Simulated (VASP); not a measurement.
Wanted: the native input for a VASP 6.6.1 run.

```yaml
Task: single point
Functional: PBE
Potentials_or_basis: VASP PAW PBE potentials, release 64 (Ti_sv, O, Ba_sv)
Cutoff: 520 eV
k_mesh: 6 × 6 × 6
Occupations: methfessel-paxton, width 0.0257 eV
Spin: no spin polarisation
Dipole_correction: no
k_mesh_for_the_DOS: 9 × 9 × 9
Occupations_for_the_DOS: tetrahedron
Further_INCAR_settings: ALGO = Normal; EDIFF = 1e-06; NBANDS = 28
```

BaTiO3:

```
Ti O Ba
1.0
     4.02687    0.00000    0.00000
     0.00000    4.02687    0.00000
     0.00000    0.00000    4.06066
Ti O Ba
1 3 1
Direct
  0.50000 0.50000 0.51000
  0.50000 0.00000 0.47900
  0.00000 0.50000 0.47900
  0.50000 0.50000 0.97800
  0.00000 0.00000 0.00000
```

These files were run (other wordings do the same):

POSCAR

```
BaTiO3
1.0
    4.0268655600      0.0000000000      0.0000000000
    0.0000000000      4.0268655600      0.0000000000
    0.0000000000      0.0000000000      4.0606623800
Ti O Ba
1 3 1
Direct
    0.5000000000      0.5000000000      0.5100000000
    0.5000000000      0.0000000000      0.4790000000
    0.0000000000      0.5000000000      0.4790000000
    0.5000000000      0.5000000000      0.9780000000
    0.0000000000      0.0000000000      0.0000000000
```

INCAR.step1

```
PREC     = Accurate       # precision mode
ENCUT    = 520            # plane-wave cutoff, eV
EDIFF    = 1E-6           # SCF threshold, eV
ISMEAR   = 1              # smearing method
SIGMA    = 0.0257         # smearing width, eV
LREAL    = F              # projectors in reciprocal space
LASPH    = T              # aspherical terms in the spheres
NELM     = 60             # most SCF steps
ALGO     = Normal         # electronic algorithm
ISIF     = 2              # what is computed and relaxed
LWAVE    = F              # write WAVECAR
LCHARG   = T              # write CHGCAR
LMAXMIX  = 4              # l up to which the mixer works
GGA      = PE             # functional
NBANDS   = 28             # bands
```

KPOINTS.step1

```
Automatic mesh
0
Gamma
  6 6 6
```

INCAR.step2

```
PREC     = Accurate       # precision mode
ENCUT    = 520            # plane-wave cutoff, eV
EDIFF    = 1E-6           # SCF threshold, eV
ISMEAR   = -5             # smearing method
SIGMA    = 0.0257         # smearing width, eV
LREAL    = F              # projectors in reciprocal space
LASPH    = T              # aspherical terms in the spheres
NELM     = 60             # most SCF steps
ALGO     = Normal         # electronic algorithm
ISIF     = 2              # what is computed and relaxed
LWAVE    = F              # write WAVECAR
LCHARG   = F              # write CHGCAR
LMAXMIX  = 4              # l up to which the mixer works
GGA      = PE             # functional
LORBIT   = 11             # projections on sites
NBANDS   = 28             # bands
NEDOS    = 1001           # points of the DOS
ICHARG   = 11             # starting density
```

KPOINTS.step2

```
Automatic mesh
0
Gamma
  9 9 9
```

Potentials or basis: VASP PAW PBE potentials, release 64 (Ti_sv, O, Ba_sv).

Launch:

```console
$ cat potpaw_PBE.64/Ti_sv/POTCAR potpaw_PBE.64/O/POTCAR potpaw_PBE.64/Ba_sv/POTCAR > POTCAR
$ cp INCAR.step1 INCAR
$ cp KPOINTS.step1 KPOINTS
$ mpirun -np 1 vasp_std > vasp.out
$ cp INCAR.step2 INCAR
$ cp KPOINTS.step2 KPOINTS
$ mpirun -np 1 vasp_std > vasp.out
```

Results of the run:

```
Valence electrons inside the program's atomic spheres : Ti 10.16; O 5.02; Ba 7.97
```

Wall time 3.6 min on 1 thread of Intel Xeon 8259CL, on a shared host, peak memory 0.26 GiB.
